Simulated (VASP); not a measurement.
# In: single point with PBE

The system is In.

```
In
1.0
     5.66293    0.00000    0.00000
    -2.83147    4.90424    0.00000
     0.00000    0.00000    4.03101
In
4
Direct
  0.39108 0.00000 0.00000
  0.00000 0.39108 0.00000
  0.60892 0.60892 0.00000
  0.00000 0.00000 0.50000
```

The cell was generated, and may not be a known phase.

* Program: VASP 6.6.1
* Task: single point
* Functional: PBE
* Potentials or basis: VASP PAW PBE potentials, release 64 (In_d)
* Cutoff: 520 eV
* k mesh: 6 × 6 × 4
* Occupations: gaussian, width 0.1 eV
* Spin: no spin polarisation
* Dipole correction: no
* Further INCAR settings: ALGO = Fast; EDIFF = 1e-06; NBANDS = 34

```
Pressure               : 3.7 GPa
Largest force          : 0.047 eV/Å
Band gap on the k mesh : zero (bands 26 and 27 overlap by 3.23 eV)
```

Forces on the atoms (eV/Å):
```
In   0.047  0.000  0.000
In  -0.024  0.041  0.000
In  -0.024 -0.041  0.000
In   0.000  0.000  0.000
```

Stress tensor (GPa, compression positive):
```
5.38 0.00 0.00
0.00 5.38 0.00
0.00 0.00 0.44
```

Levels at points of the mesh, in eV from the Fermi level:
| k point | band 22 | band 23 | band 24 | band 25 | band 26 | band 27 | band 28 | band 29 | band 30 | band 31 |
| --- | --- | --- | --- | --- | --- | --- | --- | --- | --- | --- |
| (0.00, 0.00, 0.00) | -3.26 | -3.26 | -3.12 | -1.80 | -1.47 | -1.47 | 0.21 | 3.52 | 5.95 | 5.95 |
| (0.50, 0.00, 0.00) | -7.39 | -4.48 | -3.82 | 1.62 | 1.76 | 2.03 | 2.25 | 2.71 | 3.70 | 4.53 |
| (0.00, 0.00, 0.50) | -5.80 | -1.51 | -1.51 | -1.04 | -0.46 | -0.01 | -0.01 | 0.29 | 0.29 | 1.00 |
| (0.50, 0.00, 0.50) | -6.04 | -4.98 | -2.84 | -2.63 | -2.28 | -0.70 | 1.47 | 3.44 | 4.07 | 4.42 |

It took 42 s on 1 thread of Intel(R) Xeon(R) 6975P-C (Granite Rapids), with other jobs on the host, peak memory 0.24 GiB.

Caveat: the k points lie up to 0.39 Å⁻¹ apart, too coarse for converged energies and pressures of a metal; spin-orbit coupling is left out, which moves the levels of the heavy elements.
